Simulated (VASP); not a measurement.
# K (P6_3/mmc) in VASP: notebook

The runs below take K through single point, relaxation of cell and atoms, with PBEsol.

Program: VASP 6.6.1. These are calculated values, not measurements. Logs are shortened: lines on timing, memory, paths and dates and some standing lists are left out, and cuts for length are marked.

### Step 1. The cell of the first run

The structure is hexagonal, space group P6_3/mmc (No. 194). Conventional cell: a = 4.660 Å, b = 4.660 Å, c = 7.587 Å, α = 90.00°, β = 90.00°, γ = 120.00°.

This isn't the form of K at room conditions, which is bcc.

### Step 2. Single point, PBEsol

File INCAR:

```
SYSTEM = K
ALGO = Fast
EDIFF = 1E-6
ENCUT = 520
GGA = PS
ISIF = 2
ISMEAR = 0
LASPH = .TRUE.
LCHARG = .TRUE.
LELF = .TRUE.
LREAL = .FALSE.
LVHAR = .TRUE.
LWAVE = .FALSE.
NBANDS = 16
NELM = 100
PREC = Accurate
SIGMA = 0.1
```

File KPOINTS:

```
k-points
0
G
  12 12 6
  0 0 0
```

File POSCAR:

```
K
1.0
    4.6600000529      0.0000000000      0.0000000000
   -2.3300000264      4.0356784275      0.0000000000
    0.0000000000      0.0000000000      7.5867750512
K
2
Direct
    0.3333333333      0.6666666667      0.2500000000
    0.6666666667      0.3333333333      0.7500000000
```

Potentials or basis: VASP PAW PBE potentials, release 64 (K_sv).

Launch:

```sh
$ cat potpaw_PBE.64/K_sv/POTCAR > POTCAR
$ mpirun -np 1 vasp_std > vasp.out
```

OUTCAR:

```text
SYSTEM = K
   EDIFF = 1E-6
   ENCUT = 520
   GGA = PS
   ISIF = 2
   ISMEAR = 0
   LASPH = .TRUE.
   LREAL = .FALSE.
   NELM = 100
   PREC = Accurate

 ion  position               nearest neighbor table
   1  0.333  0.667  0.250-
   2  0.667  0.333  0.750-

  LATTYP: Found a hexagonal cell.
 ALAT       =     4.6600000529
 C/A-ratio  =     1.6280632972

  Lattice vectors:

 A1 = (   4.6600000529,   0.0000000000,   0.0000000000)
 A2 = (  -2.3300000264,   4.0356784275,   0.0000000000)
 A3 = (   0.0000000000,   0.0000000000,   7.5867750512)

Analysis of symmetry for initial positions (statically):
=====================================================================
 Subroutine PRICEL returns:
 Original cell was already a primitive cell.

 Routine SETGRP: Setting up the symmetry group for a
 hexagonal supercell.

 Subroutine GETGRP returns: Found 24 space group operations
 (whereof 12 operations were pure point group operations)
 out of a pool of 24 trial point group operations.

The static configuration has the point symmetry D_3d.
 The point group associated with its full space group is D_6h.

Analysis of symmetry for dynamics (positions and initial velocities):
=====================================================================
 Subroutine PRICEL returns:
 Original cell was already a primitive cell.

 Routine SETGRP: Setting up the symmetry group for a
 hexagonal supercell.

 Subroutine GETGRP returns: Found 24 space group operations
 (whereof 12 operations were pure point group operations)
 out of a pool of 24 trial point group operations.

The dynamic configuration has the point symmetry D_3d.
 The point group associated with its full space group is D_6h.

 Subroutine INISYM returns: Found 24 space group operations
 (whereof 12 operations are pure point group operations),
 and found     1 'primitive' translations

----------------------------------------------------------------------------------------

                                     Primitive cell

  volume of cell :     142.6789

  direct lattice vectors                    reciprocal lattice vectors
     4.660000053  0.000000000  0.000000000     0.214592272  0.123894906  0.000000000
    -2.330000026  4.035678427  0.000000000     0.000000000  0.247789812  0.000000000
     0.000000000  0.000000000  7.586775051     0.000000000  0.000000000  0.131808310

  length of vectors
     4.660000053  4.660000053  7.586775051     0.247789812  0.247789812  0.131808310

  position of ions in fractional coordinates (direct lattice)
     0.333333333  0.666666667  0.250000000
     0.666666667  0.333333333  0.750000000

  ion indices of the primitive-cell ions
   primitive index   ion index
                 1           1
                 2           2

----------------------------------------------------------------------------------------

 KPOINTS: k-points

Automatic generation of k-mesh.
 Grid dimensions read from file:
 generate k-points for:   12   12    6

 Generating k-lattice:

  Cartesian coordinates                     Fractional coordinates (reciprocal lattice)
     0.017882689  0.010324576  0.000000000     0.083333333  0.000000000  0.000000000
     0.000000000  0.020649151  0.000000000     0.000000000  0.083333333  0.000000000
     0.000000000  0.000000000  0.021968052     0.000000000  0.000000000  0.166666667

  Length of vectors
     0.020649151  0.020649151  0.021968052

  Shift w.r.t. Gamma in fractional coordinates (k-lattice)
     0.000000000  0.000000000  0.000000000

 Subroutine IBZKPT returns following result:
 ===========================================

 Found     76 irreducible k-points:

 Following reciprocal coordinates:
            Coordinates               Weight
  0.000000  0.000000  0.000000      1.000000
  0.083333 -0.000000  0.000000      6.000000
  0.166667  0.000000  0.000000      6.000000
  0.250000 -0.000000  0.000000      6.000000
  0.333333 -0.000000  0.000000      6.000000
  0.416667 -0.000000  0.000000      6.000000
[... 16 lines left out ...]
  0.250000 -0.000000  0.166667     12.000000
  0.333333 -0.000000  0.166667     12.000000
 [... further k-points ...]
   k-points           NKPTS =     76   k-points in BZ     NKDIM =     76   number of bands    NBANDS=     16
   number of dos      NEDOS =    301   number of ions     NIONS =      2
   total plane-waves  NPLWV =  72576
   dimension x,y,z NGX =    36 NGY =   36 NGZ =   56
   dimension x,y,z NGXF=    72 NGYF=   72 NGZF=  112
   ions per type =               2
   NGX,Y,Z   is equivalent  to a cutoff of  12.84, 12.84, 12.27 a.u.
   NGXF,Y,Z  is equivalent  to a cutoff of  25.69, 25.69, 24.54 a.u.
 SYSTEM =  K
   PREC   = accura    normal or accurate (medium, high low for compatibility)
   ISTART =      0    job   : 0-new  1-cont  2-samecut
   ICHARG =      2    charge: 1-file 2-atom 10-const
   ISPIN  =      1    spin polarized calculation?
   LNONCOLLINEAR =      F non collinear calculations
   LSORBIT =      F    spin-orbit coupling
   LASPH  =      T    aspherical Exc in radial PAW
   ENCUT  =  520.0 eV  38.22 Ry    6.18 a.u.   8.66  8.66 14.11*2*pi/ulx,y,z
   NELM   =    100;   NELMIN=  2; NELMDL= -5     # of ELM steps
   EDIFF  = 0.1E-05   stopping-criterion for ELM
   LREAL  =      F    real-space projection
   EDIFFG = 0.1E-04   stopping-criterion for IOM
   NSW    =      0    number of steps for IOM
   IBRION =     -1    ionic relax: 0-MD 1-quasi-New 2-CG
   NFREE  =      0    steps in history (QN), initial steepest desc. (CG)
   ISIF   =      2    stress and relaxation
   ISYM   =      2    0-nonsym 1-usesym 2-fastsym
   POTIM  = 0.5000    time-step for ionic-motion
   TEBEG  =    0.0;   TEEND  =   0.0 temperature during run
   PSTRESS=    0.0 pullay stress
   NELECT =      18.0000    total number of electrons
   NUPDOWN=      -1.0000    fix difference up-down
   EMIN   =  10.00;   EMAX   =-10.00  energy-range for DOS
   EFERMI =   0.00;   METHOD = LEGACY
   ISMEAR =     0;   SIGMA  =   0.10  broadening in eV -4-tet -1-fermi 0-gaus
   EFERMI_NEDOS =   21; number of points for ismear=-14 and -15
   IALGO  =     68    algorithm
   IMIX   =      4    mixing-type and parameters
     AMIX     =   0.40;   BMIX     =  1.00
     AMIX_MAG =   1.60;   BMIX_MAG =  1.00
  volume/ion in A,a.u.               =      71.34       481.42
  Fermi-wavevector in a.u.,A,eV,Ry     =   0.821068  1.551593  9.172403  0.674153
  Thomas-Fermi vector in A             =   1.932162
   LORBIT       =      0    0 simple, 1 ext, 2 COOP (PROOUT), +10 PAW based schemes
   GGA     = PS    functional components
   LHFCALC =     F    Hartree Fock is set to
   AEXX    =    0.0000 exact exchange contribution
   IVDW    =     0    specifies the selected vdW correction
   LEPSILON=     F    determine dielectric tensor
   LRPA    =     F    only Hartree local field effects (RPA)
 non-spin polarized calculation
 RMM-DIIS sequential band-by-band and
 Gauss-broadening in eV      SIGMA  =   0.10
  energy-cutoff  :      520.00
  volume of cell :      142.68
 maximum number of plane-waves:      3865
 NGX is ok and might be reduce to    36
   NGX = 17   NGY = 17   NGZ = 29

 number of electron      17.9999999 magnetization

 Free energy of the ion-electron system (eV)
  ---------------------------------------------------
  ext. energy  EPLUGINS =         0.00000000
  ---------------------------------------------------
  free energy    TOTEN  =        -2.27229122 eV

  energy without entropy =       -2.26476774  energy(sigma->0) =       -2.26852948

 E-fermi :  -0.1228     XC(G=0):  -5.7724

 val. band max:       -0.1366663869   @ k =   0.1667   0.0000   0.1667
 cond. band min:      -0.1225050617   @ k =   0.3333   0.1667   0.3333
 fundamental gap:      0.0141613253
 Fermi energy:        -0.1227866649

 k-point     1 :       0.0000    0.0000    0.0000
  band No.  band energies     occupation
      1     -32.0700      2.00000
      2     -32.0655      2.00000
      3     -15.6543      2.00000
      4     -15.5893      2.00000
      5     -15.5893      2.00000
      6     -15.5787      2.00000
[... 8 lines left out ...]
     15       4.4158      0.00000
     16       4.4224      0.00000

 k-point     2 :       0.0833   -0.0000    0.0000
  band No.  band energies     occupation
      1     -32.0697      2.00000
      2     -32.0653      2.00000
      3     -15.6526      2.00000
      4     -15.5931      2.00000
      5     -15.5906      2.00000
      6     -15.5827      2.00000
[... 8 lines left out ...]
     15       4.3068      0.00000
     16       4.4933      0.00000

 k-point     3 :       0.1667    0.0000    0.0000
  band No.  band energies     occupation
      1     -32.0690      2.00000
      2     -32.0650      2.00000
      3     -15.6478      2.00000
      4     -15.6034      2.00000
      5     -15.5938      2.00000
      6     -15.5932      2.00000
[... 8 lines left out ...]
     15       4.1993      0.00000
     16       4.5124      0.00000

 k-point     4 :       0.2500   -0.0000    0.0000
  band No.  band energies     occupation
      1     -32.0679      2.00000
      2     -32.0646      2.00000
      3     -15.6406      2.00000
      4     -15.6177      2.00000
      5     -15.6074      2.00000
      6     -15.5981      2.00000
[... 8 lines left out ...]
     15       4.2878      0.00000
     16       4.3469      0.00000

 k-point     5 :       0.3333   -0.0000    0.0000
  band No.  band energies     occupation
      1     -32.0668      2.00000
      2     -32.0643      2.00000
      3     -15.6322      2.00000
      4     -15.6321      2.00000
      5     -15.6212      2.00000
      6     -15.6023      2.00000
[... 8 lines left out ...]
     15       4.0870      0.00000
     16       4.5810      0.00000

 k-point     6 :       0.4167   -0.0000    0.0000
  band No.  band energies     occupation
      1     -32.0659      2.00000
      2     -32.0641      2.00000
      3     -15.6427      2.00000
      4     -15.6312      2.00000
      5     -15.6244      2.00000
      6     -15.6053      2.00000
[... 8 lines left out ...]
     15       3.9605      0.00000
     16       4.8055      0.00000

 k-point     7 :       0.5000   -0.0000    0.0000
  band No.  band energies     occupation
      1     -32.0656      2.00000
      2     -32.0641      2.00000
      3     -15.6466      2.00000
      4     -15.6348      2.00000
      5     -15.6208      2.00000
      6     -15.6064      2.00000
[... 8 lines left out ...]
     15       3.9173      0.00000
     16       4.9084      0.00000

 k-point     8 :       0.0833    0.0833    0.0000
  band No.  band energies     occupation
      1     -32.0692      2.00000
      2     -32.0651      2.00000
      3     -15.6493      2.00000
      4     -15.5995      2.00000
      5     -15.5945      2.00000
      6     -15.5883      2.00000
[... 8 lines left out ...]
     15       4.3905      0.00000
     16       4.5442      0.00000

 k-point     9 :       0.1667    0.0833    0.0000
  band No.  band energies     occupation
      1     -32.0683      2.00000
      2     -32.0647      2.00000
      3     -15.6433      2.00000
      4     -15.6109      2.00000
      5     -15.6044      2.00000
      6     -15.5947      2.00000
[... 8 lines left out ...]
     15       4.2469      0.00000
     16       4.3704      0.00000
[... 172 lines left out ...]
 k-point    19 :       0.3333    0.3333    0.0000
  band No.  band energies     occupation
      1     -32.0645      2.00000
      2     -32.0645      2.00000
      3     -15.6347      2.00000
      4     -15.6238      2.00000
      5     -15.6238      2.00000
      6     -15.6121      2.00000
[... 8 lines left out ...]
     15       2.9851      0.00000
     16       4.1036      0.00000

 k-point    20 :       0.0000    0.0000    0.1667
  band No.  band energies     occupation
      1     -32.0696      2.00000
      2     -32.0658      2.00000
      3     -15.6493      2.00000
      4     -15.5886      2.00000
      5     -15.5886      2.00000
      6     -15.5834      2.00000
[... 8 lines left out ...]
     15       4.3353      0.00000
     16       4.3357      0.00000

 k-point    21 :       0.0833   -0.0000    0.1667
  band No.  band energies     occupation
      1     -32.0694      2.00000
      2     -32.0656      2.00000
      3     -15.6479      2.00000
      4     -15.5923      2.00000
      5     -15.5898      2.00000
      6     -15.5864      2.00000
[... 8 lines left out ...]
     15       4.1227      0.00000
     16       4.3808      0.00000

 k-point    22 :       0.1667    0.0000    0.1667
  band No.  band energies     occupation
      1     -32.0687      2.00000
      2     -32.0653      2.00000
      3     -15.6440      2.00000
      4     -15.6022      2.00000
      5     -15.5964      2.00000
      6     -15.5930      2.00000
[... 8 lines left out ...]
     15       4.1326      0.00000
     16       4.4243      0.00000

 k-point    23 :       0.2500   -0.0000    0.1667
  band No.  band energies     occupation
      1     -32.0677      2.00000
      2     -32.0648      2.00000
      3     -15.6393      2.00000
      4     -15.6151      2.00000
      5     -15.6100      2.00000
      6     -15.5971      2.00000
[... 8 lines left out ...]
     15       4.2350      0.00000
     16       4.3672      0.00000

 k-point    24 :       0.3333   -0.0000    0.1667
  band No.  band energies     occupation
      1     -32.0667      2.00000
      2     -32.0644      2.00000
      3     -15.6392      2.00000
      4     -15.6258      2.00000
      5     -15.6201      2.00000
      6     -15.6012      2.00000
[... 8 lines left out ...]
     15       4.1081      0.00000
     16       4.5382      0.00000

 [... further k-points ...]
[... 5 lines left out ...]
  --------------------------------------------------------------------------------------
  -------------------------------------------------------------------------------------
  Total       -0.0234616     -0.0234616     -0.0068948     -0.0000000     -0.0000000      0.0000000
  in kB       -0.2634560     -0.2634560     -0.0774239     -0.0000000     -0.0000000      0.0000000
  external PRESSURE =      -0.2014453 kB  Pullay stress =       0.0000000 kB

 VOLUME and BASIS-vectors are now :
 -----------------------------------------------------------------------------
  energy-cutoff  :      520.00
  volume of cell :      142.68
      direct lattice vectors                 reciprocal lattice vectors
     4.660000053  0.000000000  0.000000000     0.214592272  0.123894906  0.000000000
    -2.330000026  4.035678427  0.000000000     0.000000000  0.247789812  0.000000000
     0.000000000  0.000000000  7.586775051     0.000000000  0.000000000  0.131808310

 POSITION                                       TOTAL-FORCE (eV/Angst)
 -----------------------------------------------------------------------------------
     -0.00000      2.69045      1.89669         0.000000     -0.000000      0.000000
      2.33000      1.34523      5.69008        -0.000000      0.000000     -0.000000
 -----------------------------------------------------------------------------------
    total drift:                               -0.000000      0.000000     -0.000000

  FREE ENERGIE OF THE ION-ELECTRON SYSTEM (eV)
  ---------------------------------------------------
  free  energy   TOTEN  =        -2.2722912169 eV

  energy  without entropy=       -2.2647677438  energy(sigma->0) =       -2.26852948
```

Run time: 57 s. Hardware: 1 thread of Intel Xeon 6975P-C (Granite Rapids), shared host; peak memory 0.32 GiB.

What came out:

| Item | Value |
| --- | --- |
| Free energy | -2.2723 eV |
| Pressure | 0.0 GPa |
| Band gap on the k mesh | zero (bands 9 and 10 overlap by 2.67 eV) |

Levels at points of the mesh, in eV from the Fermi level:
| k point | band 5 | band 6 | band 7 | band 8 | band 9 | band 10 | band 11 | band 12 | band 13 | band 14 |
| --- | --- | --- | --- | --- | --- | --- | --- | --- | --- | --- |
| (0.00, 0.00, 0.00) | -15.47 | -15.46 | -15.46 | -15.46 | -2.18 | 0.35 | 0.59 | 4.13 | 4.13 | 4.23 |
| (0.50, 0.00, 0.00) | -15.50 | -15.48 | -15.47 | -15.47 | 0.14 | 0.27 | 1.66 | 1.99 | 2.36 | 2.82 |
| (0.00, 0.00, 0.50) | -15.46 | -15.46 | -15.46 | -15.46 | -1.45 | -1.45 | 2.80 | 2.80 | 4.17 | 4.17 |
| (0.50, 0.00, 0.50) | -15.48 | -15.48 | -15.47 | -15.47 | 0.64 | 0.64 | 0.90 | 0.90 | 3.12 | 3.12 |

Caveat: the PAW data sets were made with another functional, which shifts forces and pressure a little.

[end of part 1 of 2]
